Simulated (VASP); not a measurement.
The system is MgS.

```
Mg S
1.0
     0.00000    2.87637    2.87637
     2.87637    0.00000    2.87637
     2.87637    2.87637    0.00000
Mg S
1 1
Cartesian
  0.0000 0.0000 0.0000
  4.3146 4.3146 4.3146
```

- Program: VASP 6.6.1
- Task: relaxation of cell and atoms
- Functional: PBEsol
- Potentials or basis: VASP PAW PBE potentials, release 64 (Mg, S)
- Cutoff: 600 eV
- k mesh: 8 × 8 × 8
- Occupations: gaussian, width 0.02 eV
- Spin: no spin polarisation

At the start: pressure -2.8 GPa; volume 23.80 Å³/atom.

**Question.** How do energy, volume and symmetry change on relaxing?

**Answer.** Over 3 steps the energy falls by 11.6 meV/atom and the volume is 22.54 Å³/atom (-5.3 %); space group F-43m (No. 216, to 0.05 Å).

The path:
| step | energy change (eV) | largest force (eV/Å) | pressure (GPa) | volume (Å³) |
| --- | --- | --- | --- | --- |
| 1 | 0.0000 | 0.0000 | -2.83 | 47.60 |
| 2 | -0.0228 | 0.0000 | 0.43 | 44.75 |
| 3 | -0.0233 | 0.0000 | 0.00 | 45.08 |

Final structure:
```
Mg S
1.0
     0.00000    2.82478    2.82478
     2.82478    0.00000    2.82478
     2.82478    2.82478    0.00000
Mg S
1 1
Cartesian
  0.0000 0.0000 0.0000
  4.2372 4.2372 4.2372
```

Caveat: the PAW data sets were made with another functional, which shifts forces and pressure a little.
